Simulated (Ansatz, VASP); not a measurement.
**CaF2 in VASP and in Ansatz**

Contents of INCAR:

```
SYSTEM = CaF2
PREC = Accurate ; ENCUT = 600
EDIFF = 1E-6 ; ISMEAR = 0
SIGMA = 0.01 ; LREAL = .False.
LASPH = .True. ; NELM = 120
ALGO = Normal ; ISIF = 2
LWAVE = .False. ; LCHARG = .False.
GGA = B5 ; ALDAX = 1.0
AGGAX = 1.0 ; AGGAC = 1.0
ALDAC = 0.0 ; NBANDS = 19
GGA_COMPAT = .False.
```

KPOINTS

```
regular mesh
0
Gamma
  8 8 8
  0 0 0
```

Contents of POSCAR:

```
CaF2
1.0
    0.0000000000      2.7310000000      2.7310000000
    2.7310000000      0.0000000000      2.7310000000
    2.7310000000      2.7310000000      0.0000000000
Ca F
1 2
Direct
    0.0000000000      0.0000000000      0.0000000000
    0.2500000000      0.2500000000      0.2500000000
    0.7500000000      0.7500000000      0.7500000000
```

Input for Ansatz:

```yaml
crystal:
  lattice:
    - [0.0, 2.731, 2.731]
    - [2.731, 0.0, 2.731]
    - [2.731, 2.731, 0.0]
  atoms:
    - { symbol: Ca, position: [0.0, 0.0, 0.0] }
    - { symbol: F, position: [0.25, 0.25, 0.25] }
    - { symbol: F, position: [0.75, 0.75, 0.75] }
kpoints:
  mp_grid:
    grid: [8, 8, 8]
    shift: [0.0, 0.0, 0.0]
hamiltonian:
  xc: blyp
  pseudopotentials:
    kind: paw
scf:
  occupations:
    method: fixed
output:
  stress: true
```

Alike in both runs: task single point; functional BLYP; k mesh 8 × 8 × 8; no spin polarisation.

```csv
,VASP,Ansatz
version,VASP 6.6.1,Ansatz 0.2.0
potentials or method,"VASP PAW PBE potentials, release 64 (Ca_sv, F)","plane waves, PAW"
plane-wave cutoff (eV),600,420
occupations,"gaussian, width 0.01 eV",fixed
valence electrons in the cell,24,24
```

|  | VASP | Ansatz | Ansatz less VASP |
| --- | --- | --- | --- |
| pressure (GPa) | 4.3 | 4.0 | -0.25 |

VASP's potentials were made for PBE, not for BLYP.
